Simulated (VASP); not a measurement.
A run of VASP 6.6.1 is set up as follows.

The input INCAR:

```
ALGO = Normal
EDIFF = 1E-6
ENCUT = 600
GGA = PS
GGA_COMPAT = False
ISIF = 2
ISMEAR = 0
LASPH = True
LCHARG = True
LELF = True
LREAL = False
LVHAR = True
LWAVE = False
NBANDS = 11
NELM = 120
PREC = Accurate
SIGMA = 0.01
```

The input KPOINTS:

```
k-points
0
Gamma
  6 6 6
```

POSCAR

```
MgS
1.0
    0.0000000000      2.5653969554      2.6055130538
    2.5653969554      0.0000000000      2.6055130538
    2.5653969554      2.5653969554      0.0000000000
Mg S
1 1
Direct
    0.0000000000      0.0000000000      0.0000000000
    0.5000000000      0.5000000000      0.5000000000
```

Potentials or basis: VASP PAW PBE potentials, release 64 (Mg, S).

Launch:

```sh
$ cat potpaw_PBE.64/Mg/POTCAR potpaw_PBE.64/S/POTCAR > POTCAR
$ mpirun -np 1 vasp_std > vasp.out
```

(1) Estimate the pressure.

(2) Estimate the band gap on the k mesh.

Answers

(1) 1.0 GPa.

(2) 2.69 eV, indirect (least direct gap 3.76 eV).

Caveat: the PAW data sets were made with another functional, which shifts forces and pressure a little.
